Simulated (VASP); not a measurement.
# MgI2 (P-3m1) in VASP: notebook, part 2 of 2

VASP 6.6.1.

## 5. Single point, r2SCAN

Input file POSCAR:

```
MgI2
1.0
    4.1572130713      0.0000000000      0.0000000000
   -2.0786065356      3.6002521287      0.0000000000
    0.0000000000      0.0000000000      6.8733252316
Mg I
1 2
Direct
    0.0000000000      0.0000000000      0.0000000000
    0.3333333333      0.6666666667      0.2426220932
    0.6666666667      0.3333333333      0.7573779068
```

Input file INCAR.step1:

```
SYSTEM = MgI2
ALGO     = Normal         ! electronic algorithm
EDIFF    = 1E-4           ! SCF threshold, eV
ENCUT    = 520            ! plane-wave cutoff, eV
GGA      = PE             ! functional
ISMEAR   = 0              ! smearing method
LASPH    = .True.         ! aspherical terms in the spheres
LCHARG   = .False.        ! write CHGCAR
LREAL    = .False.        ! projectors in reciprocal space
LWAVE    = .True.         ! write WAVECAR
NBANDS   = 15             ! bands
NELM     = 60             ! most SCF steps
PREC     = Accurate       ! precision mode
SIGMA    = 0.01           ! smearing width, eV
```

Input file INCAR.step2:

```
SYSTEM = MgI2
ALGO     = Normal         ! electronic algorithm
EDIFF    = 1E-6           ! SCF threshold, eV
ENCUT    = 520            ! plane-wave cutoff, eV
ISIF     = 2              ! what is computed and relaxed
ISMEAR   = 0              ! smearing method
ISTART   = 1            
LASPH    = .True.         ! aspherical terms in the spheres
LCHARG   = .False.        ! write CHGCAR
LMIXTAU  = .True.       
LREAL    = .False.        ! projectors in reciprocal space
LWAVE    = .False.        ! write WAVECAR
METAGGA  = R2SCAN         ! meta-GGA
NBANDS   = 15             ! bands
NELM     = 60             ! most SCF steps
PREC     = Accurate       ! precision mode
SIGMA    = 0.01           ! smearing width, eV
```

Input file KPOINTS:

```
k-points
0
Gamma
  6 6 2
  0 0 0
```

Potentials or basis: VASP PAW PBE potentials, release 64 (Mg, I).

Command:

```bash
> cat potpaw_PBE.64/Mg/POTCAR potpaw_PBE.64/I/POTCAR > POTCAR
> cp INCAR.step1 INCAR
> mpirun -np 1 vasp_std > vasp.out
> cp INCAR.step2 INCAR
> mpirun -np 1 vasp_std > vasp.out
```

OUTCAR:

```text
SYSTEM = MgI2
   EDIFF = 1E-6
   ENCUT = 520
   ISIF = 2
   ISMEAR = 0
   ISTART = 1
   LASPH = .True.
   LREAL = .False.
   METAGGA = R2SCAN
   NELM = 60
   PREC = Accurate

 ion  position               nearest neighbor table
   1  0.000  0.000  0.000-   2 2.92   3 2.92   2 2.92   3 2.92   3 2.92   2 2.92
   2  0.333  0.667  0.243-   1 2.92   1 2.92   1 2.92
   3  0.667  0.333  0.757-   1 2.92   1 2.92   1 2.92

  LATTYP: Found a hexagonal cell.
 ALAT       =     4.1572130713
 C/A-ratio  =     1.6533492784

  Lattice vectors:

 A1 = (   4.1572130713,   0.0000000000,   0.0000000000)
 A2 = (  -2.0786065356,   3.6002521287,   0.0000000000)
 A3 = (   0.0000000000,   0.0000000000,   6.8733252316)

Analysis of symmetry for initial positions (statically):
=====================================================================
 Subroutine PRICEL returns:
 Original cell was already a primitive cell.

 Routine SETGRP: Setting up the symmetry group for a
 hexagonal supercell.

 Subroutine GETGRP returns: Found 12 space group operations
[... 171 lines left out ...]
      6       1.9117      2.00000
      7       1.9117      2.00000
      8       2.0031      2.00000
      9       6.4827      0.00000
     10       7.4176      0.00000
     11       9.2852      0.00000
     12       9.2852      0.00000
     13      10.1035      0.00000
     14      10.7542      0.00000
[... 221 lines left out ...]
      2      -9.5135      2.00000
      3      -1.1731      2.00000
      4      -0.8164      2.00000
      5      -0.8164      2.00000
      6      -0.2531      2.00000
      7       1.4308      2.00000
      8       1.4308      2.00000
      9       7.4328      0.00000
     10       8.3714      0.00000
     11       8.3714      0.00000
     12       9.8469      0.00000
     13      10.9601      0.00000
     14      11.2241      0.00000
     15      11.4514      0.00000

------------------------ aborting loop because EDIFF is reached ----------------------------------------

  FORCE on cell =-STRESS in cart. coord.  units (eV):
  Direction    XX          YY          ZZ          XY          YZ          ZX
  --------------------------------------------------------------------------------------
  -------------------------------------------------------------------------------------
  Total        0.3170732      0.3170732      0.3564487      0.0000000     -0.0000000      0.0000000
  in kB        4.9381931      4.9381931      5.5514379      0.0000000     -0.0000000      0.0000000
  external PRESSURE =       5.1426080 kB  Pullay stress =       0.0000000 kB

 VOLUME and BASIS-vectors are now :
 -----------------------------------------------------------------------------
  energy-cutoff  :      520.00
  volume of cell :      102.87
      direct lattice vectors                 reciprocal lattice vectors
     4.157213071  0.000000000  0.000000000     0.240545765  0.138879162  0.000000000
    -2.078606536  3.600252129  0.000000000     0.000000000  0.277758325  0.000000000
     0.000000000  0.000000000  6.873325232     0.000000000  0.000000000  0.145489987

 POSITION                                       TOTAL-FORCE (eV/Angst)
 -----------------------------------------------------------------------------------
      0.00000      0.00000      0.00000         0.000000      0.000000     -0.000000
     -0.00000      2.40017      1.66762         0.000000     -0.000000     -0.043292
      2.07861      1.20008      5.20570        -0.000000      0.000000      0.043292
 -----------------------------------------------------------------------------------
    total drift:                               -0.000000      0.000000      0.000000

  FREE ENERGIE OF THE ION-ELECTRON SYSTEM (eV)
  ---------------------------------------------------
  free  energy   TOTEN  =       -56.9251816311 eV

  energy  without entropy=      -56.9251816311  energy(sigma->0) =      -56.92518163
```

OUTCAR.step1:

```text
SYSTEM = MgI2
   EDIFF = 1E-4
   ENCUT = 520
   GGA = PE
   ISMEAR = 0
   LASPH = .True.
   LREAL = .False.
   NELM = 60
[... 463 lines left out ...]
      0.00000      0.00000      0.00000         0.000000      0.000000      0.000000
     -0.00000      2.40017      1.66762         0.000000     -0.000000      0.001852
      2.07861      1.20008      5.20570        -0.000000      0.000000     -0.001852
 -----------------------------------------------------------------------------------
    total drift:                               -0.000000      0.000000      0.000000

  FREE ENERGIE OF THE ION-ELECTRON SYSTEM (eV)
  ---------------------------------------------------
  free  energy   TOTEN  =        -7.6979797328 eV

  energy  without entropy=       -7.6979797328  energy(sigma->0) =       -7.69797973
```

OSZICAR.step1:

```text
N       E                     dE             d eps       ncg     rms          rms(c)
DAV:   1     0.740938950287E+02    0.74094E+02   -0.58265E+03   420   0.846E+02
DAV:   2    -0.226545869676E+01   -0.76359E+02   -0.70654E+02   608   0.131E+02
DAV:   3    -0.775129306409E+01   -0.54858E+01   -0.54679E+01   553   0.401E+01
DAV:   4    -0.784832929346E+01   -0.97036E-01   -0.97031E-01   624   0.648E+00
DAV:   5    -0.784991942272E+01   -0.15901E-02   -0.15901E-02   561   0.772E-01    0.400E+00
DAV:   6    -0.772342955482E+01    0.12649E+00   -0.11113E-01   504   0.171E+00    0.272E+00
DAV:   7    -0.769960369826E+01    0.23826E-01   -0.12037E-01   511   0.173E+00    0.748E-01
DAV:   8    -0.769784718104E+01    0.17565E-02   -0.76325E-03   497   0.499E-01    0.265E-01
DAV:   9    -0.769799344687E+01   -0.14627E-03   -0.10071E-03   574   0.188E-01    0.925E-02
DAV:  10    -0.769797973276E+01    0.13714E-04   -0.30859E-05   371   0.407E-02
   1 F= -.76979797E+01 E0= -.76979797E+01  d E =-.296565E-16
```

Wall time 1.7 min (1 thread of AMD EPYC 7R13 (Zen 3), shared host); peak memory 0.22 GiB.

Results:

```yaml
Free_energy: -56.9252 eV
Pressure: 0.5 GPa
Largest_force: 0.043 eV/Å
Band_gap_on_the_k_mesh: 4.13 eV, indirect (least direct gap 4.48 eV)
```

Forces in eV/Å, atoms in the order of the input:
```
Mg   0.000  0.000  0.000
I    0.000  0.000 -0.043
I    0.000  0.000  0.043
```

Caveat: the k points lie up to 0.46 Å⁻¹ apart; the PAW data sets were made with another functional, which shifts forces and pressure a little; spin-orbit coupling is left out, which moves the levels of the heavy elements.

## 6. Overview

```csv
level,potentials or basis,gap on the mesh (eV),pressure (GPa),largest force (eV/Å)
PBE,"VASP PAW PBE potentials, release 64 (Mg, I)",3.52,1.1,-
LDA,"VASP PAW LDA potentials, release 64 (Mg, I)",3.36,-1.6,0.16
r2SCAN,"VASP PAW PBE potentials, release 64 (Mg, I)",4.13,0.5,0.04
```

Alike in all rows: task single point; no spin polarisation; cell as given; k mesh 6 × 6 × 2; cutoff (eV) 520; smearing gaussian 0.01 eV.

Caveats: all runs use coarse meshes; spin-orbit coupling is left out, which moves the levels of the heavy elements; this functional lacks dispersion, which binds the layers, so the pressure and a relaxed spacing across them are unreliable (some runs); the PAW data sets were made with another functional, which shifts forces and pressure a little (some runs).

Absolute energies hang on the potentials; compare differences alone.
